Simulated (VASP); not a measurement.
Set up this calculation in VASP 6.6.1, as the native input.

* Task: single point
* Functional: PBE
* Potentials or basis: VASP PAW PBE potentials, release 64 (Li_sv, La, Cd, As)
* Cutoff: 520 eV
* k mesh: 4 × 4 × 3
* Occupations: gaussian, width 0.2 eV
* Spin: no spin polarisation
* Dipole correction: no
* Further INCAR settings: ALGO = Normal; EDIFF = 1e-07; NBANDS = 26

The structure of LiLaCdAs2 lies in POSCAR:

```
LiLaCdAs2
1.0
    4.2248728207      0.0000000000      0.0000000000
    0.0000000000      5.1579121191      0.0000000000
    0.0000000000      0.0000000000      8.2894570241
Li La Cd As
1 1 1 2
Direct
    0.0000000000      0.0000000000      0.0000000000
    0.5000000000      0.5000000000      0.0000000000
    0.5000000000      0.0000000000      0.5000000000
    0.5000000000      0.0000000000      0.1959886538
    0.5000000000      0.0000000000      0.8040113462
```

The cell was built from a structure type or drawn by symmetry, and may not be a known phase.

The input as run:

INCAR

```
SYSTEM = LiLaCdAs2
ALGO = Normal
EDIFF = 1E-7
ENCUT = 520
GGA = PE
ISIF = 2
ISMEAR = 0
LASPH = .TRUE.
LCHARG = .FALSE.
LREAL = .FALSE.
LWAVE = .FALSE.
NBANDS = 26
NELM = 60
PREC = Accurate
SIGMA = 0.2
```

KPOINTS

```
k-points
0
G
  4 4 3
  0 0 0
```

Potentials or basis: VASP PAW PBE potentials, release 64 (Li_sv, La, Cd, As).

Launch:

```bash
$ cat potpaw_PBE.64/Li_sv/POTCAR potpaw_PBE.64/La/POTCAR potpaw_PBE.64/Cd/POTCAR potpaw_PBE.64/As/POTCAR > POTCAR
$ mpirun -np 1 vasp_std > vasp.out
```

Results of the run:

The largest force is 0.055 eV/Å and the band gap on the k mesh is 0.22 eV (least direct gap 0.31 eV).

Caveat: spin-orbit coupling is left out, which moves the levels of the heavy elements; an odd mesh through Γ misses points on the zone boundary, where band edges can lie.

Run time: 58 s on 1 thread of Intel(R) Xeon(R) 6975P-C (Granite Rapids) (shared host), peak memory 0.33 GiB.
